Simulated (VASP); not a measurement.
Here is a VASP 6.6.1 calculation.

The input INCAR:

```
SYSTEM = WS
  PREC = Accurate
  ENCUT = 520
  EDIFF = 1E-6
  ISMEAR = 0
  SIGMA = 0.1
  LREAL = .False.
  LASPH = .True.
  NELM = 150
  ALGO = Normal
  ISIF = 2
  LWAVE = .False.
  LCHARG = .False.
  ISPIN = 2
  MAGMOM = 1 0
  LORBIT = 11
  LMAXMIX = 4
  LDAU = .True.
  LDAUTYPE = 2
  LDAUL = 2 -1
  LDAUU = 6.2 0
  LDAUJ = 0 0
  LDAUPRINT = 1
  GGA = PE
  NBANDS = 21
```

KPOINTS

```
regular mesh
0
Gamma
  14 14 14
  0 0 0
```

Contents of POSCAR:

```
WS
1.0
    0.0000000000      2.7419823685      2.7419823685
    2.7419823685      0.0000000000      2.7419823685
    2.7419823685      2.7419823685      0.0000000000
W S
1 1
Direct
    0.0000000000      0.0000000000      0.0000000000
    0.5000000000      0.5000000000      0.5000000000
```

Potentials or basis: VASP PAW PBE potentials, release 64 (W_sv, S).

The run is started by

```sh
$ cat potpaw_PBE.64/W_sv/POTCAR potpaw_PBE.64/S/POTCAR > POTCAR
$ mpirun -np 1 vasp_std > vasp.out
```

Estimate the net moment.

3.72 μB per cell.

Estimate the pressure.

-5.0 GPa.

What does it give for the site moments?

W +3.05; S -0.07 μB.

Eigenvalues of the final occupation matrices:
```
    site  spin  trace               eigenvalues
site 1 d     1   3.14  0.38 0.38 0.79 0.79 0.79
site 1 d     2   0.23  0.03 0.03 0.03 0.07 0.07
```

Caveat: the cell stands under tension; spin-orbit coupling is left out, which moves the levels of the heavy elements.
